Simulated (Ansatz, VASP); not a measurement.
**Pd in VASP and in Ansatz**

```
Pd
1.0
     2.79032    0.00000    0.00000
     0.00000    3.94610    0.00000
     0.00000    0.00000   20.18550
Pd
4
Direct
  0.25000 0.25000 0.40031
  0.75000 0.75000 0.46307
  0.25000 0.25000 0.53693
  0.75000 0.75000 0.59969
```

Alike in both runs: functional PBE; k mesh 12 × 8 × 1; occupations fermi-dirac, width 0.1 eV; no spin polarisation.

Ansatz relaxed the structure, and its values are those at the end. VASP's run is a single point on that final structure, the one shown.

|  | VASP | Ansatz |
| --- | --- | --- |
| version | VASP 6.6.1 | Ansatz 0.2.0 |
| potentials or method | VASP PAW PBE potentials, release 64 (Pd), cutoff 520 eV | all-electron LAPW, scalar-relativistic |

```tsv
	VASP	Ansatz	Ansatz less VASP
rms of the force components (eV/Å)	0.007	0.002	-0.0054
```

Ansatz ran all-electron here, and VASP with PAW potentials.
